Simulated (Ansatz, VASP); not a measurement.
# RbBr in VASP and in Ansatz

```
CELL_PARAMETERS angstrom
4.94870 0.00000 0.00000
-2.47435 4.28570 0.00000
0.00000 0.00000 8.66877
ATOMIC_POSITIONS crystal
Rb 0.00000 0.00000 0.00000
Rb 0.00000 0.00000 0.50000
Br 0.33333 0.66667 0.25000
Br 0.66667 0.33333 0.75000
```

Alike in both runs: task single point; functional PBE; k mesh 6 × 6 × 4; no spin polarisation.

|  | VASP | Ansatz |
| --- | --- | --- |
| version | VASP 6.6.1 | Ansatz 0.2.0 |
| potentials or method | VASP PAW PBE potentials, release 64 (Rb_sv, Br) | plane waves, PAW |
| plane-wave cutoff (eV) | 520 | 420 |
| occupations | gaussian, width 0.01 eV | fixed |
| valence electrons in the cell | 32 | 32 |

|  | VASP | Ansatz | Ansatz less VASP |
| --- | --- | --- | --- |
| gap on the k mesh at the Fermi level (eV) | 4.00 | 4.00 | +0.001 |
| pressure (GPa) | -0.6 | -0.6 | -0.01 |
